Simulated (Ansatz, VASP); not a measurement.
**One calculation of AlCl3, two programs**

```
CELL_PARAMETERS angstrom
13.59215 0.00000 0.00000
0.00000 14.09215 0.00000
0.00000 0.00000 14.59215
ATOMIC_POSITIONS crystal
Al 0.50296 0.50475 0.50070
Cl 0.41049 0.43075 0.58901
Cl 0.53606 0.44918 0.37228
Cl 0.56233 0.63432 0.54079
```

Alike in both runs: task single point; functional PBEsol; k mesh 1 × 1 × 1; occupations gaussian, width 0.005 eV; no spin polarisation.

|  | VASP | Ansatz |
| --- | --- | --- |
| version | VASP 6.6.1 | Ansatz 0.2.0 |
| potentials or method | VASP PAW PBE potentials, release 64 (Al, Cl) | scalar-relativistic, plane waves, PAW |
| plane-wave cutoff (eV) | 400 | 420 |
| valence electrons in the cell | 24 | 24 |

VASP gave:

* rms of the force components (eV/Å): 0.078

**Question.** Which values does Ansatz return?

**Answer.** rms of the force components (eV/Å): 0.072.

VASP's potentials were made for PBE, not for PBEsol. Atom by atom the forces differ by 0.006 eV/Å (rms over components).
